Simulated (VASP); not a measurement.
# BN (F-43m) in VASP: notebook

Runs on BN. Level: LDA. Tasks: relaxation of cell and atoms.

Everything below comes from runs of VASP 6.6.1. Logs are shortened: lines on timing, memory, paths and dates and some standing lists are left out, and cuts for length are marked.

## 1. The cell of the first run

Symmetry: F-43m, No. 216, cubic system. The conventional cell has a = 3.615 Å, b = 3.615 Å, c = 3.615 Å, α = 90.00°, β = 90.00°, γ = 90.00°. B (site symmetry -43m) has 4 N at 1.57 Å within 2.1 Å. N (site symmetry -43m) has 4 B at 1.57 Å within 2.1 Å.

## 2. Relaxation of cell and atoms, LDA

Contents of INCAR:

```
PREC = Accurate ; ENCUT = 600
EDIFF = 1E-7 ; ISMEAR = 0
SIGMA = 0.1 ; LREAL = False
LASPH = True ; NELM = 120
ALGO = Normal ; ISIF = 3
LWAVE = False ; LCHARG = False
GGA = CA ; IBRION = 2
NSW = 100 ; EDIFFG = -0.05
GGA_COMPAT = False ; NELMIN = 4
```

Contents of KPOINTS:

```
regular mesh
0
Gamma
  10 10 10
```

Contents of POSCAR:

```
BN
1.0
    0.0000000000      1.8075000000      1.8075000000
    1.8075000000      0.0000000000      1.8075000000
    1.8075000000      1.8075000000      0.0000000000
B N
1 1
Direct
    0.0000000000      0.0000000000      0.0000000000
    0.2500000000      0.2500000000      0.2500000000
```

Potentials or basis: VASP PAW LDA potentials, release 64 (B, N).

On the command line:

```
> cat potpaw_LDA.64/B/POTCAR potpaw_LDA.64/N/POTCAR > POTCAR
> mpirun -np 1 vasp_std > vasp.out
```

OUTCAR:

```text
PREC = Accurate
   ENCUT = 600
   EDIFF = 1E-7
   ISMEAR = 0
   LREAL = False
   LASPH = True
   NELM = 120
   ISIF = 3
   GGA = CA
   IBRION = 2
   NSW = 100
   EDIFFG = -0.05
   NELMIN = 4

 ion  position               nearest neighbor table
   1  0.000  0.000  0.000-   2 1.57   2 1.57   2 1.57   2 1.57
   2  0.250  0.250  0.250-   1 1.57   1 1.57   1 1.57   1 1.57

  LATTYP: Found a face centered cubic cell.
 ALAT       =     3.6150000000

  Lattice vectors:

 A1 = (   0.0000000000,   1.8075000000,   1.8075000000)
 A2 = (   1.8075000000,   0.0000000000,   1.8075000000)
 A3 = (   1.8075000000,   1.8075000000,   0.0000000000)

Analysis of symmetry for initial positions (statically):
=====================================================================
 Subroutine PRICEL returns:
 Original cell was already a primitive cell.

 Routine SETGRP: Setting up the symmetry group for a
 face centered cubic supercell.

 Subroutine GETGRP returns: Found 24 space group operations
 (whereof 24 operations were pure point group operations)
 out of a pool of 48 trial point group operations.

The static configuration has the point symmetry T_d .

Analysis of symmetry for dynamics (positions and initial velocities):
=====================================================================
 Subroutine PRICEL returns:
 Original cell was already a primitive cell.

 Routine SETGRP: Setting up the symmetry group for a
 face centered cubic supercell.

 Subroutine GETGRP returns: Found 24 space group operations
 (whereof 24 operations were pure point group operations)
 out of a pool of 48 trial point group operations.

The dynamic configuration has the point symmetry T_d .

 Subroutine INISYM returns: Found 24 space group operations
 (whereof 24 operations are pure point group operations),
 and found     1 'primitive' translations

----------------------------------------------------------------------------------------

                                     Primitive cell

  volume of cell :      11.8104

  direct lattice vectors                    reciprocal lattice vectors
     0.000000000  1.807500000  1.807500000    -0.276625173  0.276625173  0.276625173
     1.807500000  0.000000000  1.807500000     0.276625173 -0.276625173  0.276625173
     1.807500000  1.807500000  0.000000000     0.276625173  0.276625173 -0.276625173

  length of vectors
     2.556191014  2.556191014  2.556191014     0.479128854  0.479128854  0.479128854

  position of ions in fractional coordinates (direct lattice)
     0.000000000  0.000000000  0.000000000
     0.250000000  0.250000000  0.250000000

  ion indices of the primitive-cell ions
   primitive index   ion index
                 1           1
                 2           2

----------------------------------------------------------------------------------------

 KPOINTS: regular mesh

Automatic generation of k-mesh.
 Grid dimensions read from file:
 generate k-points for:   10   10   10

 Generating k-lattice:

  Cartesian coordinates                     Fractional coordinates (reciprocal lattice)
    -0.027662517  0.027662517  0.027662517     0.100000000  0.000000000  0.000000000
     0.027662517 -0.027662517  0.027662517     0.000000000  0.100000000  0.000000000
     0.027662517  0.027662517 -0.027662517     0.000000000  0.000000000  0.100000000

  Length of vectors
     0.047912885  0.047912885  0.047912885

  Shift w.r.t. Gamma in fractional coordinates (k-lattice)
     0.000000000  0.000000000  0.000000000

 Subroutine IBZKPT returns following result:
 ===========================================

 Found     47 irreducible k-points:

 Following reciprocal coordinates:
            Coordinates               Weight
  0.000000  0.000000  0.000000      1.000000
  0.100000  0.000000  0.000000      8.000000
  0.200000  0.000000  0.000000      8.000000
  0.300000  0.000000  0.000000      8.000000
  0.400000  0.000000  0.000000      8.000000
  0.500000  0.000000  0.000000      4.000000
[... 16 lines left out ...]
  0.300000  0.300000  0.000000      6.000000
  0.400000  0.300000  0.000000     24.000000
 [... further k-points ...]
   k-points           NKPTS =     47   k-points in BZ     NKDIM =     47   number of bands    NBANDS=      8
   number of dos      NEDOS =    301   number of ions     NIONS =      2
   total plane-waves  NPLWV =   8000
   dimension x,y,z NGX =    20 NGY =   20 NGZ =   20
   dimension x,y,z NGXF=    40 NGYF=   40 NGZF=   40
   ions per type =               1   1
   NGX,Y,Z   is equivalent  to a cutoff of  13.01, 13.01, 13.01 a.u.
   NGXF,Y,Z  is equivalent  to a cutoff of  26.01, 26.01, 26.01 a.u.
 SYSTEM =  unknown system
   PREC   = accura    normal or accurate (medium, high low for compatibility)
   ISTART =      0    job   : 0-new  1-cont  2-samecut
   ICHARG =      2    charge: 1-file 2-atom 10-const
   ISPIN  =      1    spin polarized calculation?
   LNONCOLLINEAR =      F non collinear calculations
   LSORBIT =      F    spin-orbit coupling
   LASPH  =      T    aspherical Exc in radial PAW
   ENCUT  =  600.0 eV  44.10 Ry    6.64 a.u.   5.11  5.11  5.11*2*pi/ulx,y,z
   NELM   =    120;   NELMIN=  4; NELMDL= -5     # of ELM steps
   EDIFF  = 0.1E-06   stopping-criterion for ELM
   LREAL  =      F    real-space projection
   EDIFFG = -.5E-01   stopping-criterion for IOM
   NSW    =    100    number of steps for IOM
   IBRION =      2    ionic relax: 0-MD 1-quasi-New 2-CG
   NFREE  =      1    steps in history (QN), initial steepest desc. (CG)
   ISIF   =      3    stress and relaxation
   ISYM   =      2    0-nonsym 1-usesym 2-fastsym
   POTIM  = 0.5000    time-step for ionic-motion
   TEBEG  =    0.0;   TEEND  =   0.0 temperature during run
   PSTRESS=    0.0 pullay stress
   NELECT =       8.0000    total number of electrons
   NUPDOWN=      -1.0000    fix difference up-down
   EMIN   =  10.00;   EMAX   =-10.00  energy-range for DOS
   EFERMI =   0.00;   METHOD = LEGACY
   ISMEAR =     0;   SIGMA  =   0.10  broadening in eV -4-tet -1-fermi 0-gaus
   EFERMI_NEDOS =   21; number of points for ismear=-14 and -15
   IALGO  =     38    algorithm
   IMIX   =      4    mixing-type and parameters
     AMIX     =   0.40;   BMIX     =  1.00
     AMIX_MAG =   1.60;   BMIX_MAG =  1.00
  volume/ion in A,a.u.               =       5.91        39.85
  Fermi-wavevector in a.u.,A,eV,Ry     =   1.437749  2.716952 28.124920  2.067123
  Thomas-Fermi vector in A             =   2.556793
   LORBIT       =      0    0 simple, 1 ext, 2 COOP (PROOUT), +10 PAW based schemes
   GGA     = CA    functional components
   LHFCALC =     F    Hartree Fock is set to
   AEXX    =    0.0000 exact exchange contribution
   IVDW    =     0    specifies the selected vdW correction
   LEPSILON=     F    determine dielectric tensor
   LRPA    =     F    only Hartree local field effects (RPA)
 conjugate gradient relaxation of ions
 non-spin polarized calculation
 Gauss-broadening in eV      SIGMA  =   0.10
  energy-cutoff  :      600.00
  volume of cell :       11.81
 maximum number of plane-waves:       411
   NGX = 11   NGY = 11   NGZ = 11

--------------------------------------- Ionic step        1  -------------------------------------------

 number of electron       8.0000000 magnetization

 Free energy of the ion-electron system (eV)
  ---------------------------------------------------
  ext. energy  EPLUGINS =         0.00000000
  ---------------------------------------------------
  free energy    TOTEN  =       -19.40689614 eV

  energy without entropy =      -19.40689614  energy(sigma->0) =      -19.40689614

------------------------ aborting loop because EDIFF is reached ----------------------------------------

  FORCE on cell =-STRESS in cart. coord.  units (eV):
  Direction    XX          YY          ZZ          XY          YZ          ZX
  --------------------------------------------------------------------------------------
  -------------------------------------------------------------------------------------
  Total       -0.7613186     -0.7613186     -0.7613186      0.0000000      0.0000000      0.0000000
  in kB     -103.2790256   -103.2790256   -103.2790256      0.0000000      0.0000000      0.0000000
  external PRESSURE =    -103.2790256 kB  Pullay stress =       0.0000000 kB
[... 57 lines left out ...]
  energy  without entropy=      -19.4052892089  energy(sigma->0) =      -19.40528921

--------------------------------------- Ionic step        3  -------------------------------------------

 number of electron       7.9999999 magnetization

 Free energy of the ion-electron system (eV)
  ---------------------------------------------------
  ext. energy  EPLUGINS =         0.00000000
  ---------------------------------------------------
  free energy    TOTEN  =       -19.41725725 eV

  energy without entropy =      -19.41725725  energy(sigma->0) =      -19.41725725

 E-fermi :   8.1497     XC(G=0): -13.2344

 val. band max:        7.7277747152   @ k =   0.0000   0.0000   0.0000
 cond. band min:      12.1032895912   @ k =   0.5000   0.5000   0.0000
 fundamental gap:      4.3755148761
 Fermi energy:         8.1497484264

 k-point     1 :       0.0000    0.0000    0.0000
  band No.  band energies     occupation
      1     -12.6486      2.00000
      2       7.7278      2.00000
      3       7.7278      2.00000
      4       7.7278      2.00000
      5      16.5380      0.00000
      6      16.5380      0.00000
      7      16.5380      0.00000
      8      18.6081      0.00000
[... 243 lines left out ...]
 k-point    24 :       0.4000    0.3000    0.0000
  band No.  band energies     occupation
      1      -8.7502      2.00000
      2       0.9081      2.00000
      3       3.0834      2.00000
      4       3.5218      2.00000
      5      13.7949      0.00000
      6      18.4386      0.00000
      7      23.4025      0.00000
      8      23.4470      0.00000

 [... further k-points ...]
[... 5 lines left out ...]
  --------------------------------------------------------------------------------------
  -------------------------------------------------------------------------------------
  Total       -0.0041538     -0.0041538     -0.0041538      0.0000000      0.0000000      0.0000000
  in kB       -0.5788485     -0.5788485     -0.5788485      0.0000000      0.0000000      0.0000000
  external PRESSURE =      -0.5788485 kB  Pullay stress =       0.0000000 kB
[... 17 lines left out ...]
  FREE ENERGIE OF THE ION-ELECTRON SYSTEM (eV)
  ---------------------------------------------------
  free  energy   TOTEN  =       -19.4172572496 eV

  energy  without entropy=      -19.4172572496  energy(sigma->0) =      -19.41725725

 reached required accuracy - stopping structural energy minimisation
```

Run time: 15 s. Hardware: 1 thread of Intel Xeon 8259CL, shared host; peak memory 0.11 GiB.

What came out:

```
Free energy                           : -19.4173 eV
Relaxed volume                        : 5.75 Å³/atom
Relaxed cell                          : a = 2.533 Å, b = 2.533 Å, c = 2.533 Å, α = 60.00°, β = 60.00°, γ = 60.00°
Space group after relaxing (to 0.1 Å) : F-43m (No. 216)
Energy gained by relaxing             : 5.2 meV/atom
Ionic steps                           : 3
Pressure after relaxing               : -0.1 GPa
Band gap on the k mesh                : 4.38 eV (least direct gap 8.81 eV)
```

The path:
```tsv
step	energy change (eV)	largest force (eV/Å)	pressure (GPa)	volume (Å³)
1	0.0000	0.0000	-10.33	11.81
2	0.0016	0.0000	12.10	11.17
3	-0.0104	0.0000	-0.06	11.50
```

Final structure:
```
CELL_PARAMETERS angstrom
0.00000 1.79138 1.79138
1.79138 0.00000 1.79138
1.79138 1.79138 0.00000
ATOMIC_POSITIONS crystal
B 0.00000 0.00000 0.00000
N 0.25000 0.25000 0.25000
```

A k mesh can miss the band edges.

## 3. Relaxation of cell and atoms, LDA

This run uses another cell than the first one, of 5.74 Å³/atom.

Contents of INCAR:

```
PREC = Accurate
ENCUT = 600
EDIFF = 1E-7
ISMEAR = 0
SIGMA = 0.02
LREAL = F
LASPH = T
NELM = 120
ALGO = Normal
ISIF = 3
LWAVE = F
LCHARG = F
GGA = CA
IBRION = 2
NSW = 100
EDIFFG = -0.002
GGA_COMPAT = F
NELMIN = 4
```

Contents of KPOINTS:

```
Automatic mesh
0
Gamma
  12 12 12
```

Contents of POSCAR:

```
BN
1.0
    0.0000000000      1.7905522030      1.7905522030
    1.7905522030      0.0000000000      1.7905522030
    1.7905522030      1.7905522030      0.0000000000
B N
1 1
Direct
    0.0000000000      0.0000000000      0.0000000000
    0.2500000000      0.2500000000      0.2500000000
```

Potentials or basis: VASP PAW LDA potentials, release 64 (B, N).

On the command line:

```
> cat potpaw_LDA.64/B/POTCAR potpaw_LDA.64/N/POTCAR > POTCAR
> mpirun -np 1 vasp_std > vasp.out
```

It took 18 s on 1 thread of Intel Xeon 8259CL, shared host; peak memory 0.12 GiB.

It converged, with:

| Property | Result |
| --- | --- |
| Free energy | -19.4164 eV |
| Relaxed volume | 5.75 Å³/atom |
| Relaxed cell | a = 2.533 Å, b = 2.533 Å, c = 2.533 Å, α = 60.00°, β = 60.00°, γ = 60.00° |
| Space group after relaxing (to 0.1 Å) | F-43m (No. 216) |
| Energy gained by relaxing | 0.0 meV/atom |
| Ionic steps | 3 |
| Pressure after relaxing | 0.0 GPa |
| Band gap on the k mesh | 4.38 eV (least direct gap 8.81 eV) |

Final structure:
```cif
data_structure
_symmetry_space_group_name_H-M 'P 1'
_symmetry_Int_Tables_number 1
_cell_length_a 2.5334
_cell_length_b 2.5334
_cell_length_c 2.5334
_cell_angle_alpha 60.000
_cell_angle_beta 60.000
_cell_angle_gamma 60.000
_cell_volume 11.50
loop_
_atom_site_label
_atom_site_type_symbol
_atom_site_fract_x
_atom_site_fract_y
_atom_site_fract_z
_atom_site_occupancy
B1 B 0.00000 0.00000 0.00000 1
N1 N 0.25000 0.25000 0.25000 1
```

Levels at points of the mesh, in eV from the valence-band top:
```tsv
k point	band 1	band 2	band 3	band 4	band 5	band 6	band 7	band 8
(0.00, 0.00, 0.00)	-20.38	0.00	0.00	0.00	8.81	8.81	8.81	10.88
(0.50, 0.00, 0.00)	-15.97	-10.96	-2.00	-2.00	10.56	10.71	10.71	15.29
(0.50, 0.50, 0.00)	-14.55	-9.06	-5.06	-5.06	4.38	9.30	18.11	18.11
```

A k mesh can miss the band edges.
